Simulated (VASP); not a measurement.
# Zr2N: single point with PBEsol

The system is Zr2N.

```xyz
6
Lattice="5.3700 0.0000 0.0000 0.0000 5.3700 0.0000 0.0000 0.0000 3.2726" Properties=species:S:1:pos:R:3 pbc="T T T"
Zr    1.5909    1.5909    0.0000
Zr    3.7792    3.7792    0.0000
Zr    4.2759    1.0941    1.6363
Zr    1.0941    4.2759    1.6363
N     0.0000    0.0000    0.0000
N     2.6850    2.6850    1.6363
```

```
Program             : VASP 6.6.1
Task                : single point
Functional          : PBEsol
Potentials or basis : VASP PAW PBE potentials, release 64 (Zr_sv, N)
Cutoff              : 520 eV
k mesh              : 8 × 8 × 10
Occupations         : gaussian, width 0.1 eV
Spin                : no spin polarisation
```

```yaml
Pressure: 0.2 GPa
Largest_force: 0.006 eV/Å
Band_gap_on_the_k_mesh: zero (bands 29 and 30 overlap by 2.59 eV)
```

Forces in eV/Å, atoms in the order of the input:
```
Zr  -0.004 -0.004  0.000
Zr   0.004  0.004  0.000
Zr  -0.004  0.004  0.000
Zr   0.004 -0.004  0.000
N    0.000  0.000  0.000
N    0.000  0.000  0.000
```

Levels at points of the mesh, in eV from the Fermi level:
| k point | band 27 | band 28 | band 29 | band 30 | band 31 | band 32 |
| --- | --- | --- | --- | --- | --- | --- |
| (0.00, 0.00, 0.00) | 0.37 | 0.57 | 0.78 | 1.05 | 1.05 | 1.29 |
| (0.50, 0.00, 0.00) | -0.97 | -0.97 | 1.47 | 1.47 | 1.54 | 1.54 |
| (0.50, 0.50, 0.00) | -1.10 | -1.10 | 0.95 | 0.95 | 1.36 | 1.36 |
| (0.00, 0.00, 0.50) | -1.13 | -1.13 | -1.12 | -1.12 | 1.97 | 1.97 |
| (0.50, 0.00, 0.50) | -0.86 | -0.86 | -0.75 | -0.75 | 1.55 | 1.55 |
| (0.50, 0.50, 0.50) | -0.93 | -0.93 | -0.22 | -0.22 | 1.19 | 1.19 |

It took 6.8 min on 1 thread of Intel Xeon 8259CL, with other jobs on the host, peak memory 0.35 GiB.

Caveat: the PAW data sets were made with another functional, which shifts forces and pressure a little.
